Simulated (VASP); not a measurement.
# WC (P1) in VASP: single point with PBE+D3(BJ)

Aim: the single point of WC with PBE+D3(BJ).

Everything below comes from runs of VASP 6.6.1. Logs are shortened: lines on timing, memory, paths and dates and some standing lists are left out, and cuts for length are marked.

**1. The cell of the first run**

The typed cell holds 16 atoms: a = 5.798 Å, b = 5.021 Å, c = 5.693 Å, α = 90.00°, β = 90.00°, γ = 90.00°.

**2. Single point, PBE+D3(BJ)**

Contents of INCAR:

```
SYSTEM = WC
PREC = Accurate
ENCUT = 520
EDIFF = 1E-6
ISMEAR = -1
SIGMA = 0.24
LREAL = Auto
LASPH = .TRUE.
NELM = 100
ALGO = Normal
ISIF = 2
LWAVE = .FALSE.
LCHARG = .FALSE.
GGA = PE
IVDW = 12
NBANDS = 86
```

Contents of KPOINTS:

```
regular mesh
0
G
  2 2 2
  0 0 0
```

Contents of POSCAR:

```
WC
1.0
   -2.8987930000     -5.0208570000      0.0000000000
    4.3481890000     -2.5104280000      0.0000000000
    0.0000000000      0.0000000000      5.6933650000
W C
8 8
Direct
    0.8165893961      0.4990867750     -0.0034426038
    0.8339956969      0.5008018024      0.5069761029
    0.5549321071     -0.0414808768      0.0180209770
    0.5671033376     -0.0226036207      0.4965429056
    0.3277892353      0.4751847587     -0.0049531340
    0.3404339653      0.4422870293      0.4796987370
    0.0230276686      0.0275177654     -0.0009660368
    0.0616726848     -0.0463465716      0.5040077353
    0.5626346854      0.6535505903      0.2929726093
    0.5819208089      0.5800042196      0.7749371417
    0.2994092327      0.1667879174      0.2296357251
    0.3412285228      0.1136222122      0.7569864219
    0.0942233563      0.6141255602      0.2335174365
    0.1002869176      0.6367733819      0.7519279020
    0.7708863638      0.1601678297      0.2622526397
    0.8293147350      0.1612192452      0.7692111783
```

Potentials or basis: VASP PAW PBE potentials, release 64 (W_sv, C).

The run is started by

```console
> cat potpaw_PBE.64/W_sv/POTCAR potpaw_PBE.64/C/POTCAR > POTCAR
> mpirun -np 1 vasp_std > vasp.out
```

OUTCAR:

```text
SYSTEM = WC
   PREC = Accurate
   ENCUT = 520
   EDIFF = 1E-6
   ISMEAR = -1
   LREAL = Auto
   LASPH = .TRUE.
   NELM = 100
   ISIF = 2
   GGA = PE
   IVDW = 12
 IVDW          = 12

 ion  position               nearest neighbor table
   1  0.817  0.499  0.997-  10 1.90  16 2.14  13 2.18  14 2.26  15 2.29   9 2.37   7 2.65   3 2.76
                             2 2.79   5 2.84   2 2.91   7 2.91   5 2.97   3 3.11
   2  0.834  0.501  0.507-   9 2.13  10 2.15  14 2.19  15 2.24  13 2.24  16 2.27   8 2.63   1 2.79
                             4 2.85   6 2.88   1 2.91   6 2.95   8 3.05   4 3.05
   3  0.555  0.959  0.018-  12 2.09  15 2.13  11 2.18   9 2.19  10 2.36  16 2.36   4 2.73   7 2.74
                             1 2.76   5 2.76   5 2.91   4 2.97   7 3.11   1 3.11
   4  0.567  0.977  0.497-   9 2.00  15 2.00  12 2.09  16 2.36  11 2.37  10 2.55   6 2.68   3 2.73
                             2 2.85   8 2.87   8 2.93   3 2.97   6 2.99   2 3.05
   5  0.328  0.475  0.995-  10 2.00  13 2.04  11 2.05  14 2.08  12 2.27   9 2.35   3 2.76   6 2.77
                             1 2.84   7 2.86   3 2.91   6 2.94   1 2.97   7 3.29
   6  0.340  0.442  0.480-   9 1.98  11 2.00  13 2.18  12 2.28  10 2.29  14 2.30   4 2.68   5 2.77
                             2 2.88   5 2.94   8 2.94   2 2.95   4 2.99   8 3.04
   7  0.023  0.028  0.999-  16 1.85  11 2.19  15 2.20  12 2.34  14 2.46  13 2.50   1 2.65   3 2.74
                             8 2.85   5 2.86   8 2.91   1 2.91   3 3.11   5 3.29
   8  0.062  0.954  0.504-  14 2.14  16 2.28  13 2.31  12 2.31  11 2.34  15 2.41   2 2.63   7 2.85
                             4 2.87   7 2.91   4 2.93   6 2.94   6 3.04   2 3.05
   9  0.563  0.654  0.293-   6 1.98   4 2.00   2 2.13   3 2.19   5 2.35   1 2.37
  10  0.582  0.580  0.775-   1 1.90   5 2.00   2 2.15   6 2.29   3 2.36   4 2.55
  11  0.299  0.167  0.230-   6 2.00   5 2.05   3 2.18   7 2.19   8 2.34   4 2.37
  12  0.341  0.114  0.757-   3 2.09   4 2.09   5 2.27   6 2.28   8 2.31   7 2.34
  13  0.094  0.614  0.234-   5 2.04   1 2.18   6 2.18   2 2.24   8 2.31   7 2.50
  14  0.100  0.637  0.752-   5 2.08   8 2.14   2 2.19   1 2.26   6 2.30   7 2.46
  15  0.771  0.160  0.262-   4 2.00   3 2.13   7 2.20   2 2.24   1 2.29   8 2.41
  16  0.829  0.161  0.769-   7 1.85   1 2.14   2 2.27   8 2.28   4 2.36   3 2.36

  LATTYP: Found a simple orthorhombic cell.
 ALAT       =     5.0208561345
 B/A-ratio  =     1.1339430662
 C/A-ratio  =     1.1547007234

  Lattice vectors:

 A1 = (   4.3481890000,  -2.5104280000,   0.0000000000)
 A2 = (   0.0000000000,   0.0000000000,   5.6933650000)
 A3 = (  -2.8987930000,  -5.0208570000,   0.0000000000)

Analysis of symmetry for initial positions (statically):
=====================================================================
 Subroutine PRICEL returns:
 Original cell was already a primitive cell.

 Routine SETGRP: Setting up the symmetry group for a
 simple orthorhombic supercell.

 Subroutine GETGRP returns: Found  1 space group operations
 (whereof  1 operations were pure point group operations)
 out of a pool of  8 trial point group operations.

The static configuration has the point symmetry C_1 .

Analysis of symmetry for dynamics (positions and initial velocities):
=====================================================================
 Subroutine PRICEL returns:
 Original cell was already a primitive cell.

 Routine SETGRP: Setting up the symmetry group for a
 simple orthorhombic supercell.

 Subroutine GETGRP returns: Found  1 space group operations
 (whereof  1 operations were pure point group operations)
 out of a pool of  8 trial point group operations.

The dynamic configuration has the point symmetry C_1 .

 Subroutine INISYM returns: Found  1 space group operations
 (whereof  1 operations are pure point group operations),
 and found     1 'primitive' translations

----------------------------------------------------------------------------------------

                                     Primitive cell

  volume of cell :     165.7273

  direct lattice vectors                    reciprocal lattice vectors
    -2.898793000 -5.020857000  0.000000000    -0.086242786 -0.149376892  0.000000000
     4.348189000 -2.510428000  0.000000000     0.172485606 -0.099584606  0.000000000
     0.000000000  0.000000000  5.693365000     0.000000000  0.000000000  0.175643051

  length of vectors
     5.797586211  5.020856134  5.693365000     0.172485577  0.199169220  0.175643051

  position of ions in fractional coordinates (direct lattice)
     0.816589396  0.499086775  0.996557396
     0.833995697  0.500801802  0.506976103
     0.554932107  0.958519123  0.018020977
     0.567103338  0.977396379  0.496542906
     0.327789235  0.475184759  0.995046866
     0.340433965  0.442287029  0.479698737
[... 42 lines left out ...]
     0.086242803 -0.049792303  0.000000000    -0.000000000  0.500000000  0.000000000
     0.000000000  0.000000000  0.087821526     0.000000000  0.000000000  0.500000000

  Length of vectors
     0.086242788  0.099584610  0.087821526

  Shift w.r.t. Gamma in fractional coordinates (k-lattice)
     0.000000000  0.000000000  0.000000000

 Subroutine IBZKPT returns following result:
 ===========================================

 Found      8 irreducible k-points:

 Following reciprocal coordinates:
            Coordinates               Weight
  0.000000  0.000000  0.000000      1.000000
  0.500000  0.000000  0.000000      1.000000
  0.000000  0.500000  0.000000      1.000000
  0.500000  0.500000  0.000000      1.000000
  0.000000  0.000000  0.500000      1.000000
  0.500000  0.000000  0.500000      1.000000
  0.000000  0.500000  0.500000      1.000000
  0.500000  0.500000  0.500000      1.000000
   k-points           NKPTS =      8   k-points in BZ     NKDIM =      8   number of bands    NBANDS=     86
   number of dos      NEDOS =    301   number of ions     NIONS =     16
   total plane-waves  NPLWV =  80640
   dimension x,y,z NGX =    48 NGY =   40 NGZ =   42
   dimension x,y,z NGXF=    96 NGYF=   80 NGZF=   84
   ions per type =               8   8
   NGX,Y,Z   is equivalent  to a cutoff of  13.76, 13.24, 12.26 a.u.
   NGXF,Y,Z  is equivalent  to a cutoff of  27.53, 26.49, 24.53 a.u.
 SYSTEM =  WC
   PREC   = accura    normal or accurate (medium, high low for compatibility)
   ISTART =      0    job   : 0-new  1-cont  2-samecut
   ICHARG =      2    charge: 1-file 2-atom 10-const
   ISPIN  =      1    spin polarized calculation?
   LNONCOLLINEAR =      F non collinear calculations
   LSORBIT =      F    spin-orbit coupling
   LASPH  =      T    aspherical Exc in radial PAW
   ENCUT  =  520.0 eV  38.22 Ry    6.18 a.u.  10.78  9.34 10.59*2*pi/ulx,y,z
   NELM   =    100;   NELMIN=  2; NELMDL= -5     # of ELM steps
   EDIFF  = 0.1E-05   stopping-criterion for ELM
   LREAL  =      T    real-space projection
   EDIFFG = 0.1E-04   stopping-criterion for IOM
   NSW    =      0    number of steps for IOM
   IBRION =     -1    ionic relax: 0-MD 1-quasi-New 2-CG
   NFREE  =      0    steps in history (QN), initial steepest desc. (CG)
   ISIF   =      2    stress and relaxation
   ISYM   =      2    0-nonsym 1-usesym 2-fastsym
   POTIM  = 0.5000    time-step for ionic-motion
   TEBEG  =    0.0;   TEEND  =   0.0 temperature during run
   PSTRESS=    0.0 pullay stress
   NELECT =     144.0000    total number of electrons
   NUPDOWN=      -1.0000    fix difference up-down
   EMIN   =  10.00;   EMAX   =-10.00  energy-range for DOS
   EFERMI =   0.00;   METHOD = LEGACY
   ISMEAR =    -1;   SIGMA  =   0.24  broadening in eV -4-tet -1-fermi 0-gaus
   EFERMI_NEDOS =   21; number of points for ismear=-14 and -15
   IALGO  =     38    algorithm
   IMIX   =      4    mixing-type and parameters
     AMIX     =   0.40;   BMIX     =  1.00
     AMIX_MAG =   1.60;   BMIX_MAG =  1.00
  volume/ion in A,a.u.               =      10.36        69.90
  Fermi-wavevector in a.u.,A,eV,Ry     =   1.562180  2.952092 33.203731  2.440405
  Thomas-Fermi vector in A             =   2.665136
   LORBIT       =      0    0 simple, 1 ext, 2 COOP (PROOUT), +10 PAW based schemes
   GGA     = PE    functional components
   LHFCALC =     F    Hartree Fock is set to
   AEXX    =    0.0000 exact exchange contribution
   IVDW    =    12    specifies the selected vdW correction
   LEPSILON=     F    determine dielectric tensor
   LRPA    =     F    only Hartree local field effects (RPA)
 non-spin polarized calculation
  energy-cutoff  :      520.00
  volume of cell :      165.73
 maximum number of plane-waves:      4490
 NGX is ok and might be reduce to    48
   NGX = 21   NGY = 19   NGZ = 21

 number of electron     143.9999998 magnetization

 Free energy of the ion-electron system (eV)
  ---------------------------------------------------
  ext. energy  EPLUGINS =         0.00000000
  ---------------------------------------------------
  free energy    TOTEN  =      -172.00410229 eV

  energy without entropy =     -171.20406844  energy(sigma->0) =     -171.60408537

 E-fermi :  11.5633     XC(G=0): -13.7734

 val. band max:       11.5323129691   @ k =   0.5000   0.0000   0.0000
 cond. band min:      11.6588712305   @ k =   0.0000   0.0000   0.5000
 fundamental gap:      0.1265582614
 Fermi energy:        11.5633060219

 k-point     1 :       0.0000    0.0000    0.0000
  band No.  band energies     occupation
      1     -62.7861      2.00000
      2     -62.7394      2.00000
      3     -62.7353      2.00000
      4     -62.6854      2.00000
      5     -62.6649      2.00000
      6     -62.6556      2.00000
[... 685 lines left out ...]
     83      14.7916      0.00000
     84      15.2334      0.00000
 [bands above 84 left out]

------------------------ aborting loop because EDIFF is reached ----------------------------------------

 Edisp (eV)   -7.40582

 E8    (eV) :    -3.3963

  FORCE on cell =-STRESS in cart. coord.  units (eV):
  Direction    XX          YY          ZZ          XY          YZ          ZX
  --------------------------------------------------------------------------------------
  -------------------------------------------------------------------------------------
  Total      20.13341    16.74403    16.20646     0.67057    -1.69552    -5.19112
  in kB     194.64079   161.87380   156.67679     6.48273   -16.39153   -50.18546
  external pressure =      171.06 kB  Pullay stress =        0.00 kB

 VOLUME and BASIS-vectors are now :
 -----------------------------------------------------------------------------
  energy-cutoff  :      520.00
  volume of cell :      165.73
      direct lattice vectors                 reciprocal lattice vectors
    -2.898793000 -5.020857000  0.000000000    -0.086242786 -0.149376892  0.000000000
     4.348189000 -2.510428000  0.000000000     0.172485606 -0.099584606  0.000000000
     0.000000000  0.000000000  5.693365000     0.000000000  0.000000000  0.175643051

 POSITION                                       TOTAL-FORCE (eV/Angst)
 -----------------------------------------------------------------------------------
     -0.19700     -5.35290      5.67377        -3.035040     -1.533253      3.631858
     -0.24000     -5.44460      2.88640        -2.710925      2.608212     -0.607103
      2.55919     -5.19253      0.10260         1.857606     -0.911964     -2.551407
      2.60599     -5.30103      2.82700        -0.076438      0.304084      3.155371
      1.11600     -2.83870      5.66517        -0.373060      0.879640     -0.392543
      0.93630     -2.81960      2.73110         4.254929      0.842578      5.210301
[... 8 lines left out ...]
     -1.53820     -4.27260      1.49310        -1.139568     -3.218384     -0.889043
     -1.70300     -4.56860      4.37940         1.848569      2.683497     -4.303222
 -----------------------------------------------------------------------------------
    total drift:                                0.011526     -0.016804     -0.001527

  FREE ENERGIE OF THE ION-ELECTRON SYSTEM (eV)
  ---------------------------------------------------
  free  energy   TOTEN  =      -179.4099202571 eV

  energy  without entropy=     -178.6098864035  energy(sigma->0) =     -179.00990333
```

It took 3.2 min on 1 thread of Intel Xeon Platinum 8375C at 2.90GHz (Ice Lake), shared host; peak memory 0.31 GiB.

Results:

```yaml
Free_energy: -179.4099 eV
Pressure: 17.1 GPa
Largest_force: 10.609 eV/Å
Band_gap_on_the_k_mesh: zero (band 72 reaches 11.66 eV, above the bottom of band 73 at 11.28 eV)
Dispersion_energy_per_atom: -0.463 eV
```

Forces in eV/Å, atoms in the order of the input:
```
W   -3.035 -1.533  3.632
W   -2.711  2.608 -0.607
W    1.858 -0.912 -2.551
W   -0.076  0.304  3.155
W   -0.373  0.880 -0.393
W    4.255  0.843  5.210
W   -9.708 -2.992  3.059
W    1.841 -2.745 -0.778
C   -1.317 -0.517 -4.116
C    4.600 -0.531 -3.766
C   -3.086  1.858  1.401
C    1.985  1.415 -0.636
C    3.884  0.439  2.356
C    1.175  1.420 -0.775
C   -1.140 -3.218 -0.889
C    1.849  2.683 -4.303
```

Caveat: the k points lie up to 0.63 Å⁻¹ apart; spin-orbit coupling is left out, which moves the levels of the heavy elements; pairwise dispersion overbinds metals, which lowers pressure and volume; forces of over 1 eV/Å act on the atoms, so gaps and moduli don't describe the material at rest.
